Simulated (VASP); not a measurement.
# Sn (Fd-3m) in VASP: notebook

Runs on Sn. Level: BLYP. Tasks: single point.

Program: VASP 6.6.1. These are calculated values, not measurements. Logs are shortened: lines on timing, memory, paths and dates and some standing lists are left out, and cuts for length are marked.

### Step 1. The cell of the first run

The structure is cubic, space group Fd-3m (No. 227). Conventional cell: a = 6.510 Å, b = 6.510 Å, c = 6.510 Å, α = 90.00°, β = 90.00°, γ = 90.00°. Sn (site symmetry -43m) has 4 Sn at 2.82 Å within 3.7 Å.

### Step 2. Single point, BLYP

File INCAR:

```
AGGAC = 1.0
AGGAX = 1.0
ALDAC = 0.0
ALDAX = 1.0
ALGO = Normal
EDIFF = 1E-6
ENCUT = 520
GGA = B5
ISIF = 2
ISMEAR = -1
LASPH = True
LCHARG = True
LELF = True
LREAL = False
LVHAR = True
LWAVE = False
NBANDS = 21
NELM = 80
PREC = Accurate
SIGMA = 0.05
```

File KPOINTS:

```
k-points
0
Gamma
  7 7 7
```

File POSCAR:

```
Sn
1.0
    0.0000000000      3.2547562903      3.2547562903
    3.2547562903      0.0000000000      3.2547562903
    3.2547562903      3.2547562903      0.0000000000
Sn
2
Direct
    0.7500000000      0.7500000000      0.7500000000
    0.5000000000      0.5000000000      0.5000000000
```

Potentials or basis: VASP PAW PBE potentials, release 64 (Sn_d).

On the command line:

```console
cat potpaw_PBE.64/Sn_d/POTCAR > POTCAR
mpirun -np 1 vasp_std > vasp.out
```

OUTCAR:

```text
EDIFF = 1E-6
   ENCUT = 520
   GGA = B5
   ISIF = 2
   ISMEAR = -1
   LASPH = True
   LREAL = False
   NELM = 80
   PREC = Accurate

 ion  position               nearest neighbor table
   1  0.750  0.750  0.750-   2 2.82   2 2.82   2 2.82   2 2.82
   2  0.500  0.500  0.500-   1 2.82   1 2.82   1 2.82   1 2.82

  LATTYP: Found a face centered cubic cell.
 ALAT       =     6.5095125806

  Lattice vectors:

 A1 = (   0.0000000000,   3.2547562903,   3.2547562903)
 A2 = (   3.2547562903,   0.0000000000,   3.2547562903)
 A3 = (   3.2547562903,   3.2547562903,   0.0000000000)

Analysis of symmetry for initial positions (statically):
=====================================================================
 Subroutine PRICEL returns:
 Original cell was already a primitive cell.

 Routine SETGRP: Setting up the symmetry group for a
 face centered cubic supercell.

 Subroutine GETGRP returns: Found 48 space group operations
 (whereof 24 operations were pure point group operations)
 out of a pool of 48 trial point group operations.

The static configuration has the point symmetry T_d .
 The point group associated with its full space group is O_h .

Analysis of symmetry for dynamics (positions and initial velocities):
=====================================================================
 Subroutine PRICEL returns:
 Original cell was already a primitive cell.

 Routine SETGRP: Setting up the symmetry group for a
 face centered cubic supercell.

 Subroutine GETGRP returns: Found 48 space group operations
 (whereof 24 operations were pure point group operations)
 out of a pool of 48 trial point group operations.

The dynamic configuration has the point symmetry T_d .
 The point group associated with its full space group is O_h .

 Subroutine INISYM returns: Found 48 space group operations
 (whereof 24 operations are pure point group operations),
 and found     1 'primitive' translations

----------------------------------------------------------------------------------------

                                     Primitive cell

  volume of cell :      68.9581

  direct lattice vectors                    reciprocal lattice vectors
     0.000000000  3.254756290  3.254756290    -0.153621333  0.153621333  0.153621333
     3.254756290  0.000000000  3.254756290     0.153621333 -0.153621333  0.153621333
     3.254756290  3.254756290  0.000000000     0.153621333  0.153621333 -0.153621333
[... 74 lines left out ...]
   LNONCOLLINEAR =      F non collinear calculations
   LSORBIT =      F    spin-orbit coupling
   LASPH  =      T    aspherical Exc in radial PAW
   ENCUT  =  520.0 eV  38.22 Ry    6.18 a.u.   8.56  8.56  8.56*2*pi/ulx,y,z
   NELM   =     80;   NELMIN=  2; NELMDL= -5     # of ELM steps
   EDIFF  = 0.1E-05   stopping-criterion for ELM
   LREAL  =      F    real-space projection
   EDIFFG = 0.1E-04   stopping-criterion for IOM
   NSW    =      0    number of steps for IOM
   IBRION =     -1    ionic relax: 0-MD 1-quasi-New 2-CG
   NFREE  =      0    steps in history (QN), initial steepest desc. (CG)
   ISIF   =      2    stress and relaxation
   ISYM   =      2    0-nonsym 1-usesym 2-fastsym
   POTIM  = 0.5000    time-step for ionic-motion
   TEBEG  =    0.0;   TEEND  =   0.0 temperature during run
   PSTRESS=    0.0 pullay stress
   NELECT =      28.0000    total number of electrons
   NUPDOWN=      -1.0000    fix difference up-down
   EMIN   =  10.00;   EMAX   =-10.00  energy-range for DOS
   EFERMI =   0.00;   METHOD = LEGACY
   ISMEAR =    -1;   SIGMA  =   0.05  broadening in eV -4-tet -1-fermi 0-gaus
   EFERMI_NEDOS =   21; number of points for ismear=-14 and -15
   IALGO  =     38    algorithm
   IMIX   =      4    mixing-type and parameters
     AMIX     =   0.40;   BMIX     =  1.00
     AMIX_MAG =   1.60;   BMIX_MAG =  1.00
  volume/ion in A,a.u.               =      34.48       232.68
  Fermi-wavevector in a.u.,A,eV,Ry     =   1.212269  2.290856 19.995072  1.469596
  Thomas-Fermi vector in A             =   2.347758
   LORBIT       =      0    0 simple, 1 ext, 2 COOP (PROOUT), +10 PAW based schemes
   GGA     = B5    functional components
   LHFCALC =     F    Hartree Fock is set to
   AEXX    =    0.0000 exact exchange contribution
   IVDW    =     0    specifies the selected vdW correction
   LEPSILON=     F    determine dielectric tensor
   LRPA    =     F    only Hartree local field effects (RPA)
 non-spin polarized calculation
  energy-cutoff  :      520.00
  volume of cell :       68.96
 maximum number of plane-waves:      1875
 NGX is ok and might be reduce to    36
   NGX = 17   NGY = 17   NGZ = 17

 number of electron      27.9999995 magnetization

 Free energy of the ion-electron system (eV)
  ---------------------------------------------------
  ext. energy  EPLUGINS =         0.00000000
  ---------------------------------------------------
  free energy    TOTEN  =        -6.29676815 eV

  energy without entropy =       -6.29468972  energy(sigma->0) =       -6.29572894

 E-fermi :   5.9241     XC(G=0):  -8.2662

 val. band max:        5.7251574523   @ k =   0.1429   0.0000   0.0000
 cond. band min:       5.9743887565   @ k =   0.4286   0.0000   0.0000
 fundamental gap:      0.2492313042
 Fermi energy:         5.9241372545

 k-point     1 :       0.0000    0.0000    0.0000
  band No.  band energies     occupation
      1     -15.6481      2.00000
      2     -15.6481      2.00000
      3     -15.6481      2.00000
      4     -15.5863      2.00000
      5     -15.5863      2.00000
      6     -15.2842      2.00000
[... 469 lines left out ...]
     20      14.7693      0.00000
     21      16.4628      0.00000

------------------------ aborting loop because EDIFF is reached ----------------------------------------

  FORCE on cell =-STRESS in cart. coord.  units (eV):
  Direction    XX          YY          ZZ          XY          YZ          ZX
  --------------------------------------------------------------------------------------
  -------------------------------------------------------------------------------------
  Total        2.3196692      2.3196692      2.3196692     -0.0000000      0.0000000      0.0000000
  in kB       53.8953405     53.8953405     53.8953405     -0.0000000      0.0000000      0.0000000
  external PRESSURE =      53.8953405 kB  Pullay stress =       0.0000000 kB

 VOLUME and BASIS-vectors are now :
 -----------------------------------------------------------------------------
  energy-cutoff  :      520.00
  volume of cell :       68.96
      direct lattice vectors                 reciprocal lattice vectors
     0.000000000  3.254756290  3.254756290    -0.153621333  0.153621333  0.153621333
     3.254756290  0.000000000  3.254756290     0.153621333 -0.153621333  0.153621333
     3.254756290  3.254756290  0.000000000     0.153621333  0.153621333 -0.153621333

 POSITION                                       TOTAL-FORCE (eV/Angst)
 -----------------------------------------------------------------------------------
      4.88213      4.88213      4.88213        -0.000000      0.000000     -0.000000
      3.25476      3.25476      3.25476         0.000000     -0.000000      0.000000
 -----------------------------------------------------------------------------------
    total drift:                                0.000000      0.000000      0.000000

  FREE ENERGIE OF THE ION-ELECTRON SYSTEM (eV)
  ---------------------------------------------------
  free  energy   TOTEN  =        -6.2967681538 eV

  energy  without entropy=       -6.2946897240  energy(sigma->0) =       -6.29572894
```

OSZICAR:

```text
N       E                     dE             d eps       ncg     rms          rms(c)
DAV:   1     0.232127766779E+03    0.23213E+03   -0.15011E+04   878   0.194E+03
DAV:   2     0.195722256086E+02   -0.21256E+03   -0.20786E+03   845   0.451E+02
DAV:   3    -0.555613906114E+01   -0.25128E+02   -0.25020E+02   985   0.142E+02
DAV:   4    -0.637336299150E+01   -0.81722E+00   -0.81693E+00   935   0.291E+01
DAV:   5    -0.640169539741E+01   -0.28332E-01   -0.28332E-01  1214   0.527E+00    0.317E+00
DAV:   6    -0.632970543991E+01    0.71990E-01   -0.44700E-02  1102   0.269E+00    0.180E+00
DAV:   7    -0.629512542888E+01    0.34580E-01   -0.69404E-02   895   0.281E+00    0.198E-01
DAV:   8    -0.629652810820E+01   -0.14027E-02   -0.84477E-03   958   0.110E+00    0.559E-02
DAV:   9    -0.629676183461E+01   -0.23373E-03   -0.45904E-04  1022   0.226E-01    0.173E-02
DAV:  10    -0.629676649589E+01   -0.46613E-05   -0.23972E-05  1038   0.423E-02    0.450E-03
DAV:  11    -0.629676823646E+01   -0.17406E-05   -0.21962E-06   745   0.122E-02    0.889E-04
DAV:  12    -0.629676815377E+01    0.82693E-07   -0.27689E-07   600   0.729E-03
   1 F= -.62967682E+01 E0= -.62957289E+01  d E =-.207843E-02
```

stdout:

```text
POSCAR found type information on POSCAR Sn
 POSCAR found :  1 types and       2 ions
 scaLAPACK will be used
 -----------------------------------------------------------------------------
|                                                                             |
|                                                                             |
|     You enforced a specific xc type in the INCAR file but a different       |
|     I HOPE YOU KNOW WHAT YOU ARE DOING!                                     |
|                                                                             |
 -----------------------------------------------------------------------------

 LDA part: xc-table for (Slater(with rela. corr.)+VWN5), standard interpolation
 POSCAR, INCAR and KPOINTS ok, starting setup
 FFT: planning ... GRIDC
 FFT: planning ... GRID_SOFT
 FFT: planning ... GRID
 WAVECAR not read
 entering main loop
```

Run time: 20 s. Hardware: 1 thread of Intel Xeon 6975P-C (Granite Rapids), shared host; peak memory 0.2 GiB.

What came out:

```yaml
Free_energy: -6.2968 eV
Pressure: 5.4 GPa
Band_gap_on_the_k_mesh: zero (band 14 reaches 6.07 eV, above the bottom of band 15 at 5.97 eV)
```

Caveat: the PAW data sets were made with another functional, which shifts forces and pressure a little; spin-orbit coupling is left out, which moves the levels of the heavy elements.

### Step 3. Single point, BLYP

This run uses another cell than the first one, of 35.16 Å³/atom, 1.020 times its volume.

File INCAR:

```
SYSTEM = Sn
PREC = Accurate ; ENCUT = 520
EDIFF = 1E-6 ; ISMEAR = -1
SIGMA = 0.05 ; LREAL = .False.
LASPH = .True. ; NELM = 80
ALGO = Normal ; ISIF = 2
LWAVE = .False. ; LCHARG = .False.
GGA = B5 ; ALDAX = 1.0
AGGAX = 1.0 ; AGGAC = 1.0
ALDAC = 0.0 ; NBANDS = 21
```

File KPOINTS:

```
regular mesh
0
Gamma
  7 7 7
  0 0 0
```

File POSCAR:

```
Sn
1.0
    0.0000000000      3.2758916636      3.2758916636
    3.2758916636      0.0000000000      3.2758916636
    3.2758916636      3.2758916636      0.0000000000
Sn
2
Direct
    0.7500000000      0.7500000000      0.7500000000
    0.5000000000      0.5000000000      0.5000000000
```

Potentials or basis: VASP PAW PBE potentials, release 64 (Sn_d).

On the command line:

```console
cat potpaw_PBE.64/Sn_d/POTCAR > POTCAR
mpirun -np 1 vasp_std > vasp.out
```

It took 20 s on 1 thread of Intel Xeon 6975P-C (Granite Rapids), shared host; peak memory 0.2 GiB.

Results (log left out):

```
Free energy            : -6.3386 eV
Pressure               : 4.4 GPa
Band gap on the k mesh : zero (band 14 reaches 5.87 eV, above the bottom of band 15 at 5.73 eV)
```

Levels at points of the mesh, in eV from the Fermi level:
```csv
k point,band 11,band 12,band 13,band 14,band 15,band 16,band 17,band 18
"(0.00, 0.00, 0.00)",-10.36,-0.92,0.17,0.17,0.17,2.24,2.24,2.24
```

Caveat: the PAW data sets were made with another functional, which shifts forces and pressure a little; spin-orbit coupling is left out, which moves the levels of the heavy elements.

### Step 4. Single point, BLYP

This run uses another cell than the first one, of 35.83 Å³/atom, 1.039 times its volume.

File INCAR:

```
  PREC = Accurate
  ENCUT = 520
  EDIFF = 1E-6
  ISMEAR = -1
  SIGMA = 0.05
  LREAL = F
  LASPH = T
  NELM = 100
  ALGO = Normal
  ISIF = 2
  LWAVE = F
  LCHARG = T
  GGA = B5
  ALDAX = 1.0
  AGGAX = 1.0
  AGGAC = 1.0
  ALDAC = 0.0
  LELF = T
  LVHAR = T
  NBANDS = 21
```

File KPOINTS:

```
regular mesh
0
Gamma
  7 7 7
```

File POSCAR:

```
Sn
1.0
    0.0000000000      3.2967577782      3.2967577782
    3.2967577782      0.0000000000      3.2967577782
    3.2967577782      3.2967577782      0.0000000000
Sn
2
Direct
    0.7500000000      0.7500000000      0.7500000000
    0.5000000000      0.5000000000      0.5000000000
```

On the command line:

```console
cat potpaw_PBE.64/Sn_d/POTCAR > POTCAR
mpirun -np 1 vasp_std > vasp.out
```

It took 20 s on 1 thread of Intel Xeon 6975P-C (Granite Rapids), shared host; peak memory 0.19 GiB.

The run converged. Its results:

```
Free energy            : -6.3725 eV
Pressure               : 3.5 GPa
Band gap on the k mesh : zero (band 14 reaches 5.67 eV, above the bottom of band 15 at 5.50 eV)
```

Levels at points of the mesh, in eV from the Fermi level:
```
           k point  band 11  band 12  band 13  band 14  band 15  band 16  band 17  band 18
(0.00, 0.00, 0.00)   -10.22    -1.03     0.19     0.19     0.19     2.26     2.26     2.26
```

Caveat: the PAW data sets were made with another functional, which shifts forces and pressure a little; spin-orbit coupling is left out, which moves the levels of the heavy elements.

### Step 5. The runs side by side

| cell | gap on the mesh (eV) | pressure (GPa) |
| --- | --- | --- |
| a = 4.603 Å, angles 60.0°, 2 atoms | none | 5.4 |
| a = 4.633 Å, angles 60.0°, 2 atoms | none | 4.4 |
| a = 4.662 Å, angles 60.0°, 2 atoms | none | 3.5 |

Alike in all rows: task single point; level BLYP; potentials or basis VASP PAW PBE potentials, release 64 (Sn_d); no spin polarisation; k mesh 7 × 7 × 7; cutoff (eV) 520; smearing fermi-dirac 0.05 eV.

Caveats: the PAW data sets were made with another functional, which shifts forces and pressure a little; spin-orbit coupling is left out, which moves the levels of the heavy elements.

Absolute energies hang on the potentials; compare differences alone.
